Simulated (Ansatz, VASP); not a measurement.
**MgCdSeS2 in VASP and in Ansatz**

The input INCAR:

```
PREC     = Accurate       # precision mode
ENCUT    = 600            # plane-wave cutoff, eV
EDIFF    = 1E-7           # SCF threshold, eV
ISMEAR   = 0              # smearing method
SIGMA    = 0.1            # smearing width, eV
LREAL    = F              # projectors in reciprocal space
LASPH    = T              # aspherical terms in the spheres
NELM     = 80             # most SCF steps
ALGO     = Normal         # electronic algorithm
ISIF     = 3              # what is computed and relaxed
LWAVE    = F              # write WAVECAR
LCHARG   = F              # write CHGCAR
GGA      = PE             # functional
IBRION   = 2              # ionic algorithm
NSW      = 90             # ionic steps
EDIFFG   = -0.04          # ionic threshold
```

The input KPOINTS:

```
Automatic mesh
0
Gamma
  4 4 4
```

POSCAR

```
MgCdSeS2
1.0
    3.3944229300     -3.9896739700      0.0000000000
    3.3944229300      3.9896739700      0.0000000000
    0.0000000000      0.0000000000      5.1491745600
Mg Cd Se S
1 1 1 2
Direct
    0.0000000000      0.0000000000      0.0000000000
    0.5000000000      0.5000000000      0.0000000000
    0.5000000000      0.5000000000      0.5000000000
    0.6938579600      0.3061420400      0.5000000000
    0.3061420400      0.6938579600      0.5000000000
```

Input for Ansatz:

```yaml
crystal:
  lattice:
    - [3.39442293, -3.98967397, 0.0]
    - [3.39442293, 3.98967397, 0.0]
    - [0.0, 0.0, 5.14917456]
  atoms:
    - { symbol: Mg, position: [0.0, 0.0, 0.0] }
    - { symbol: Cd, position: [0.5, 0.5, 0.0] }
    - { symbol: Se, position: [0.5, 0.5, 0.5] }
    - { symbol: S, position: [0.69385796, 0.30614204, 0.5] }
    - { symbol: S, position: [0.30614204, 0.69385796, 0.5] }
basis:
  ecutwfc: 420
kpoints:
  mp_grid: { grid: [4, 4, 4] }
hamiltonian:
  xc: pbe
scf:
  occupations: { method: gaussian, width: 0.1 }
  lower_state_search: "off"
output:
  forces: true
  stress: true
  eigenvalues: true
relax:
  adjacent_minimum: "off"
  f_tol: 0.04
  max_steps: 70
  cell: { stress_tol: 0.4 }
```

Alike in both runs: task relaxation of cell and atoms; functional PBE; k mesh 4 × 4 × 4; occupations gaussian, width 0.1 eV; no spin polarisation.

```csv
,VASP,Ansatz
version,VASP 6.6.1,Ansatz 0.2.0
potentials or method,"VASP PAW PBE potentials, release 64 (Mg, Cd, Se, S), cutoff 600 eV","scalar-relativistic, plane waves, PAW"
valence electrons in the cell,32,58
```

```csv
,VASP,Ansatz,Ansatz less VASP
"gap on the k mesh at the Fermi level, each at its own relaxed structure (eV)",none,none,-
relaxed volume (Å³/atom),41.54,25.32,-16.215
relaxed length of the cell vector where the two differ most in proportion (Å),6.698,5.251,-1.4474
```

A gap of «none» marks a metal or a gap that the smearing closes. One of these differences is far larger than is usual between the two programs; its cause wasn't traced. VASP's potentials hold 32 valence electrons a cell and Ansatz's 58, so a difference there can come from the potentials and not from the codes.

Noted on VASP's run: the volume moved by over 15 % at a fixed basis, so the end points are rough.
